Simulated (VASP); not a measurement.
Write the native input for VASP 6.6.1 that does the following.

```
Task                   : relaxation of cell and atoms
Functional             : LDA
Potentials or basis    : VASP PAW LDA potentials, release 64 (Ir)
Cutoff                 : 600 eV
k mesh                 : 10 × 10 × 6
Occupations            : methfessel-paxton, width 0.05 eV
Spin                   : no spin polarisation
Target pressure        : 20 GPa
Dipole correction      : no
Further INCAR settings : ALGO = Normal; EDIFF = 1e-06; IBRION = 2; EDIFFG = -0.02; NSW = 80; ISIF = 3
```

The structure of Ir lies in POSCAR:

```
Ir
1.0
    2.7513778900      0.0000000000      0.0000000000
   -1.3756889500      2.3827631500      0.0000000000
    0.0000000000      0.0000000000      4.4622900000
Ir
2
Direct
    0.6666666700      0.3333333300      0.7500000000
    0.3333333300      0.6666666700      0.2500000000
```

This isn't the form of Ir at room conditions, which is fcc.

These files were run (other wordings do the same):

INCAR

```
SYSTEM = Ir
  PREC = Accurate
  ENCUT = 600
  EDIFF = 1E-6
  ISMEAR = 1
  SIGMA = 0.05
  LREAL = .False.
  LASPH = .True.
  NELM = 100
  ALGO = Normal
  ISIF = 3
  LWAVE = .False.
  LCHARG = .False.
  IBRION = 2
  NSW = 80
  EDIFFG = -0.02
  PSTRESS = 200.0
```

KPOINTS

```
Automatic mesh
0
Gamma
  10 10 6
  0 0 0
```

Potentials or basis: VASP PAW LDA potentials, release 64 (Ir).

Launch:

```bash
$ cat potpaw_LDA.64/Ir/POTCAR > POTCAR
$ mpirun -np 1 vasp_std > vasp.out
```

It gave:

```
Relaxed volume                                             : 13.38 Å³/atom
Relaxed cell                                               : a = 2.660 Å, b = 2.660 Å, c = 4.365 Å, α = 90.00°, β = 90.00°, γ = 120.00°
Space group after relaxing (to 0.1 Å)                      : P6_3/mmc (No. 194)
Energy change on relaxing (the run minimises the enthalpy) : +3.0 meV/atom
Ionic steps                                                : 10
Pressure after relaxing                                    : 20.0 GPa
Band gap on the k mesh                                     : zero (bands 9 and 10 overlap by 3.56 eV)
```

Caveat: the cell is relaxed towards a set pressure, so the run minimises the enthalpy, not the energy; spin-orbit coupling is left out, which moves the levels of the heavy elements.

It took 2.7 min on 1 thread of Intel Xeon 8259CL, with other jobs on the host, peak memory 0.17 GiB.
